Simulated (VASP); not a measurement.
Wanted: the native input for a VASP 6.6.1 run.

| Item | Value |
| --- | --- |
| Task | single point |
| Functional | PBE |
| Potentials or basis | VASP PAW PBE potentials, release 64 (Ti_sv) |
| Cutoff | 520 eV |
| k mesh | 15 × 15 × 15 |
| Occupations | fermi-dirac, width 0.1 eV |
| Spin | no spin polarisation |
| Dipole correction | no |
| Further INCAR settings | ALGO = Normal; EDIFF = 1e-07; NBANDS = 19 |

The structure of Ti lies in POSCAR:

```
Ti
1.0
   -2.4499499161      2.4499499161      1.3834118369
    2.4499499161     -2.4499499161      1.3834118369
    2.4499499161      2.4499499161     -1.3834118369
Ti
2
Direct
   -0.3750000000     -0.1250000000     -0.2500000000
    0.3750000000      0.1250000000      0.2500000000
```

One way to write it, as run:

INCAR

```
SYSTEM = Ti
PREC = Accurate ; ENCUT = 520
EDIFF = 1E-7 ; ISMEAR = -1
SIGMA = 0.1 ; LREAL = .FALSE.
LASPH = .TRUE. ; NELM = 60
ALGO = Normal ; ISIF = 2
LWAVE = .FALSE. ; LCHARG = .TRUE.
GGA = PE ; LELF = .TRUE.
LVHAR = .TRUE. ; NBANDS = 19
```

KPOINTS

```
regular mesh
0
G
  15 15 15
  0 0 0
```

Potentials or basis: VASP PAW PBE potentials, release 64 (Ti_sv).

Command:

```bash
$ cat potpaw_PBE.64/Ti_sv/POTCAR > POTCAR
$ mpirun -np 1 vasp_std > vasp.out
```

It gave:

* Pressure: 5.0 GPa
* Band gap on the k mesh: zero (bands 12 and 13 overlap by 0.84 eV)

Caveat: the cell stands under pressure.

It took 4.2 min on 1 thread of Intel Xeon 8259CL (shared host), peak memory 0.27 GiB.
